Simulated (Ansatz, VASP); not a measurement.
KTaO3: VASP beside Ansatz

```
Ta K O
1.0
     4.01471    0.00000    0.00000
     0.00000    4.01471    0.00000
     0.00000    0.00000    4.01471
Ta K O
1 1 3
Direct
  0.00000 0.00000 0.00000
  0.50000 0.50000 0.50000
  0.00000 0.00000 0.50000
  0.00000 0.50000 0.00000
  0.50000 0.00000 0.00000
```

Change from the starting cell: volume scaled by 1.02.

Alike in both runs: task single point; functional PBEsol; k mesh 7 × 7 × 7; occupations fermi-dirac, width 0.05 eV; no spin polarisation.

|  | VASP | Ansatz |
| --- | --- | --- |
| version | VASP 6.6.1 | Ansatz 0.2.0 |
| potentials or method | VASP PAW PBE potentials, release 64 (Ta_pv, K_sv, O), cutoff 520 eV | all-electron LAPW, scalar-relativistic |

Ansatz gave:

| Item | Value |
| --- | --- |
| gap on the k mesh at the Fermi level (eV) | 2.16 |
| least direct gap on the mesh (eV) | 2.71 |
| pressure (GPa) | -4.2 |

Estimate VASP's values.

gap on the k mesh at the Fermi level (eV): 2.10; least direct gap on the mesh (eV): 2.67; pressure (GPa): -3.6.

VASP's potentials were made for PBE, not for PBEsol. Ansatz ran all-electron here, and VASP with PAW potentials.

Neither program's run includes spin-orbit coupling.
